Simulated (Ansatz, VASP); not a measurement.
**InSb: VASP beside Ansatz**

```
CELL_PARAMETERS angstrom
2.91474 0.00000 0.00000
0.00000 3.03619 0.00000
0.00000 0.00000 6.09636
ATOMIC_POSITIONS crystal
In 0.00000 0.00000 0.00000
Sb 0.00000 0.00000 0.50000
```

Change from the starting cell: normal strain along x -0.0400, normal strain along z +0.0000.

Alike in both runs: task single point; functional PBEsol; k mesh 14 × 14 × 8; occupations gaussian, width 0.15 eV; no spin polarisation.

```csv
,VASP,Ansatz
version,VASP 6.6.1,Ansatz 0.2.0
potentials or method,"VASP PAW PBE potentials, release 64 (In_d, Sb), cutoff 500 eV","scalar-relativistic, plane waves, PAW"
valence electrons in the cell,18,28
```

|  | VASP | Ansatz | Ansatz less VASP |
| --- | --- | --- | --- |
| gap on the k mesh at the Fermi level (eV) | none | none | - |
| pressure (GPa) | 2.6 | 2.5 | -0.07 |
| traceless stress, the component that is largest in VASP (GPa) | 2.31 | 2.27 | -0.039 |

VASP's potentials were made for PBE, not for PBEsol, and Ansatz warns of the same on its side. A gap of «none» marks a metal or a gap that the smearing closes. VASP's potentials hold 18 valence electrons a cell and Ansatz's 28, so a difference there can come from the potentials and not from the codes.

Neither program's run includes spin-orbit coupling.
